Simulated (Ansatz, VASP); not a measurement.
# MnAs in VASP and in Ansatz

INCAR

```
PREC = Accurate
ENCUT = 520
EDIFF = 1E-6
ISMEAR = -1
SIGMA = 0.05
LREAL = F
LASPH = T
NELM = 150
ALGO = Normal
ISIF = 2
LWAVE = F
LCHARG = T
ISPIN = 2
MAGMOM = 4.58 4.58 -0.3 -0.3
LORBIT = 11
LMAXMIX = 4
LDAU = T
LDAUTYPE = 2
LDAUL = 2 -1
LDAUU = 5.6 0
LDAUJ = 0 0
LDAUPRINT = 1
GGA = PE
LELF = T
LVHAR = T
ISYM = 0
NBANDS = 30
```

KPOINTS

```
Automatic mesh
0
Gamma
  6 6 4
```

Contents of POSCAR:

```
MnAs
1.0
    3.7099981600      0.0000000000      0.0000000000
   -1.8549990800      3.2129526600      0.0000000000
    0.0000000000      0.0000000000      5.6910000000
Mn As
2 2
Direct
    0.0000000000      0.0000000000      0.0000000000
    0.0000000000      0.0000000000      0.5000000000
    0.3333333300      0.6666666700      0.2500000000
    0.6666666700      0.3333333300      0.7500000000
```

Input for Ansatz:

```yaml
crystal:
  lattice:
    - [3.70999816, 0.0, 0.0]
    - [-1.85499908, 3.21295266, 0.0]
    - [0.0, 0.0, 5.691]
  atoms:
    - { symbol: Mn, position: [0.0, 0.0, 0.0], spin: 4.5 }
    - { symbol: Mn, position: [0.0, 0.0, 0.5], spin: 4.5 }
    - { symbol: As, position: [0.33333333, 0.66666667, 0.25] }
    - { symbol: As, position: [0.66666667, 0.33333333, 0.75] }
  symmetry: { detect: false, time_reversal: true }
magnetization:
  spin_polarized: true
hamiltonian:
  xc: pbe
  pseudopotentials: { kind: paw }
  hubbard:
    sites:
      - { site: 0, l: d, u_eff: 5.6, starting_ns: [{ spin: up, occupation_matrix: s0up }, { spin: down, occupation_matrix: s0down }] }
      - { site: 1, l: d, u_eff: 5.6, starting_ns: [{ spin: up, occupation_matrix: s1up }, { spin: down, occupation_matrix: s1down }] }
    occupation_matrices:
      s0up:
        matrix:
          - [0.513528, -0.301318, 0.126576, -0.321001, -0.199902]
          - [-0.301318, 0.813364, 0.0784, -0.198826, -0.123818]
          - [0.126576, 0.0784, 0.967065, 0.083522, 0.052013]
          - [-0.321001, -0.198826, 0.083522, 0.788185, -0.131906]
          - [-0.199902, -0.123818, 0.052013, -0.131906, 0.917855]
      s0down:
        matrix:
          - [1.0e-06, 0.0, 0.0, 0.0, 0.0]
          - [0.0, 1.0e-06, 0.0, 0.0, 0.0]
          - [0.0, 0.0, 1.0e-06, 0.0, 0.0]
          - [0.0, 0.0, 0.0, 1.0e-06, 0.0]
          - [0.0, 0.0, 0.0, 0.0, 1.0e-06]
      s1up:
        matrix:
          - [0.999999, 0.0, 0.0, 0.0, 0.0]
          - [0.0, 0.999999, 0.0, 0.0, 0.0]
          - [0.0, 0.0, 0.999999, 0.0, 0.0]
          - [0.0, 0.0, 0.0, 0.999999, 0.0]
          - [0.0, 0.0, 0.0, 0.0, 0.999999]
      s1down:
        matrix:
          - [1.0e-06, 0.0, 0.0, 0.0, 0.0]
          - [0.0, 1.0e-06, 0.0, 0.0, 0.0]
          - [0.0, 0.0, 1.0e-06, 0.0, 0.0]
          - [0.0, 0.0, 0.0, 1.0e-06, 0.0]
          - [0.0, 0.0, 0.0, 0.0, 1.0e-06]
basis:
  ecutwfc: 420
kpoints:
  mp_grid: { grid: [6, 6, 4] }
scf:
  occupations: { method: fermi_dirac, width: 0.05 }
  lower_state_search: "off"
  max_iter: 200
output:
  forces: true
  stress: true
  write_density: true
  write_potential: true
  elf: true
  volumetric_format: npy
```

Alike in both runs: task single point; functional PBE; k mesh 6 × 6 × 4; occupations fermi-dirac, width 0.05 eV; collinear spin; Hubbard terms Mn d U = 5.6 eV.

|  | VASP | Ansatz |
| --- | --- | --- |
| version | VASP 6.6.1 | Ansatz 0.2.0 |
| potentials or method | VASP PAW PBE potentials, release 64 (Mn_pv, As), cutoff 520 eV | PAW, plane waves, scalar-relativistic |
| valence electrons in the cell | 36 | 60 |

Ansatz gave:

```
pressure (GPa)                                                : 17.9
traceless stress, the component that is largest in VASP (GPa) : 2.36
net moment per atom (μB)                                      : 2.01
size of the moment on the site where the two differ most (μB) : 4.16
```

Problem. Estimate VASP's values.

Solution. Pressure (GPa): 16.8; traceless stress, the component that is largest in VASP (GPa): 2.66; net moment per atom (μB): 2.01; size of the moment on the site where the two differ most (μB): 4.28.

Site moments also hang on the region over which each program counts them. The programs project onto different local orbitals, so the same U acts differently, and such runs can settle in different states. VASP's potentials hold 36 valence electrons a cell and Ansatz's 60, so a difference there can come from the potentials and not from the codes. Ansatz's warnings: filled band counts differ across k points, specified occupation not kept.
